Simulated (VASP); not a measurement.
The system is TiCo.

```
Ti Co
1.0
     2.98611    0.00000    0.00000
     0.00000    2.98611    0.00000
     0.00000    0.00000    2.98611
Ti Co
1 1
Cartesian
  0.0000 0.0000 0.0000
  1.4931 1.4931 1.4931
```

Base run:

```yaml
Program: VASP 6.6.1
Functional: r2SCAN
Potentials_or_basis: VASP PAW PBE potentials, release 64 (Ti_sv, Co)
Cutoff: 520 eV
k_mesh: 11 × 11 × 11
Occupations: fermi-dirac, width 0.05 eV
Spin: collinear spin, ferromagnetic start
Starting_moments: "[0.0, 2.0] μB"
```

Its results: pressure 0.7 GPa; net moment 0.92 μB per cell; site moments Ti -0.27; Co +1.38 μB.

Task: The run is repeated on the same cell with these changes: functional from r2SCAN to PBE. What comes out?

Result: Pressure -0.5 GPa; net moment 0.87 μB per cell; site moments Ti -0.03; Co +0.95 μB.

Caveats: the PAW data sets were made with another functional, which shifts forces and pressure a little (at least some runs).
